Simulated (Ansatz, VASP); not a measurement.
**Ta2AlF3: VASP beside Ansatz**

File INCAR:

```
  ALGO = Normal
  EDIFF = 1E-6
  ENCUT = 520
  GGA = PE
  ISIF = 2
  ISMEAR = 0
  ISPIN = 2
  LASPH = T
  LCHARG = T
  LELF = T
  LMAXMIX = 4
  LORBIT = 11
  LREAL = F
  LVHAR = T
  LWAVE = F
  MAGMOM = 0.19 0.19 0 0 0 0
  NBANDS = 36
  NELM = 150
  PREC = Accurate
  SIGMA = 0.1
```

File KPOINTS:

```
k-points
0
Gamma
  8 8 8
```

Contents of POSCAR:

```
Ta2AlF3
1.0
    4.4204927602      0.0000000000      0.0000000000
    0.0000000000      4.4204927602      0.0000000000
    0.0000000000      0.0000000000      4.8058395668
Ta Al F
2 1 3
Direct
    0.0000000000      0.5000000000      0.2891595771
    0.5000000000      0.0000000000      0.7108404229
    0.0000000000      0.0000000000      0.5000000000
    0.5000000000      0.5000000000      0.0000000000
    0.0000000000      0.0000000000      0.0000000000
    0.5000000000      0.5000000000      0.5000000000
```

Input for Ansatz:

```yaml
crystal:
  lattice:
    - [4.4204927602, 0.0, 0.0]
    - [0.0, 4.4204927602, 0.0]
    - [0.0, 0.0, 4.8058395668]
  atoms:
    - { symbol: Ta, position: [0.0, 0.5, 0.2891595771], spin: 0.19 }
    - { symbol: Ta, position: [0.5, 0.0, 0.7108404229], spin: 0.19 }
    - { symbol: Al, position: [0.0, 0.0, 0.5] }
    - { symbol: F, position: [0.5, 0.5, 0.0] }
    - { symbol: F, position: [0.0, 0.0, 0.0] }
    - { symbol: F, position: [0.5, 0.5, 0.5] }
basis:
  ecutwfc: 420
kpoints:
  mp_grid: { grid: [8, 8, 8] }
  band_path:
    path:
      - [[0.0, 0.0, 0.0], [0.0, 0.5, 0.0], [0.5, 0.5, 0.0], [0.0, 0.0, 0.0], [0.0, 0.0, 0.5], [0.0, 0.5, 0.5], [0.5, 0.5, 0.5], [0.0, 0.0, 0.5]]
      - [[0.0, 0.5, 0.0], [0.0, 0.5, 0.5]]
      - [[0.5, 0.5, 0.0], [0.5, 0.5, 0.5]]
    npoints: 14
hamiltonian:
  xc: pbe
scf:
  occupations: { method: gaussian, width: 0.1 }
  n_extra_bands: 15
output:
  forces: true
  stress: true
  eigenvalues: true
  populations: true
  dos: { projected: true, de: 0.02, nscf_kmesh: { grid: [10, 10, 10] } }
  bader: true
  write_density: true
  write_potential: true
  elf: true
  volumetric_format: npy
magnetization:
  spin_polarized: true
checkpoint:
  read: start.run
  write: ck
  compress: false
  write_wavefunctions: false
  write_every: 100000
```

Alike in both runs: task single point; functional PBE; k mesh 8 × 8 × 8; occupations gaussian, width 0.1 eV; collinear spin.

|  | VASP | Ansatz |
| --- | --- | --- |
| version | VASP 6.6.1 | Ansatz 0.2.0 |
| potentials or method | VASP PAW PBE potentials, release 64 (Ta_pv, Al, F), cutoff 520 eV | scalar-relativistic, plane waves, PAW |
| valence electrons in the cell | 46 | 50 |

Ansatz gave:

| Item | Value |
| --- | --- |
| gap on the k mesh at the Fermi level (eV) | none |
| pressure (GPa) | 0.7 |
| traceless stress, the component that is largest in VASP (GPa) | 0.19 |
| rms of the force components (eV/Å) | 0.049 |
| net moment per atom (μB) | 0.00 |
| size of the moment on the site where the two differ most (μB) | 0.48 |

Task: What did VASP give for the same quantities?

Result: gap on the k mesh at the Fermi level (eV): none; pressure (GPa): -0.2; traceless stress, the component that is largest in VASP (GPa): 0.00; rms of the force components (eV/Å): 0.000; net moment per atom (μB): 0.11; size of the moment on the site where the two differ most (μB): 0.23.

The net moments are unlike, so the other rows may belong to different states. Site moments also hang on the region over which each program counts them. Atom by atom the forces differ by 0.049 eV/Å (rms over components). A gap of «none» marks a metal or a gap that the smearing closes. VASP's potentials hold 46 valence electrons a cell and Ansatz's 50, so a difference there can come from the potentials and not from the codes. Ansatz's warnings: given order left, minimisation memory short, seeded moment not kept, stability check not made.

Spin-orbit coupling is off throughout.
